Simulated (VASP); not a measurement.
Crystal: CoO.

```
CELL_PARAMETERS angstrom
0.00000 2.13150 2.13150
2.13150 0.00000 2.13150
2.13150 2.13150 0.00000
ATOMIC_POSITIONS crystal
Co 0.00000 0.00000 0.00000
O 0.50000 0.50000 0.50000
```

Base run:

| Quantity | Value |
| --- | --- |
| Program | VASP 6.6.1 |
| Functional | LDA |
| Potentials or basis | VASP PAW LDA potentials, release 64 (Co, O) |
| Cutoff | 520 eV |
| k mesh | 8 × 8 × 8 |
| Occupations | gaussian, width 0.05 eV |
| Spin | collinear spin, ferromagnetic start |
| Starting moments | [3.0, 0.0] μB |
| Hubbard terms | Co d U = 4.0 eV |

Its results: pressure -19.4 GPa; site moments Co +2.72; O +0.27 μB.

Q: After a change of settings the same cell gave: pressure -33.1 GPa; site moments Co +0.91; O -0.15 μB. Which change was it?
A. further incar settings from ALGO = Normal; EDIFF = 1e-06; NBANDS = 18 to ALGO = Normal; EDIFF = 1e-07; NBANDS = 18; moments at the start from [3.0, 0.0] to [2.82, 0.28]
B. spin from collinear spin, ferromagnetic start to collinear spin, ferrimagnetic start; moments at the start from [3.0, 0.0] to [1.55, -0.16]
C. moments at the start from [3.0, 0.0] to [1.5, 0.0]; fixed moment from none to 1.5 μB
D. moments at the start from [3.0, 0.0] to [0.75, 0.0]; fixed moment from none to 0.75 μB

A: D.

Caveats: a cell with one magnetic atom can't hold antiferromagnetic order, which such compounds often take; the total moment is fixed, so each spin has its own Fermi level (some runs).

The runs don't all hold the same shells in valence.
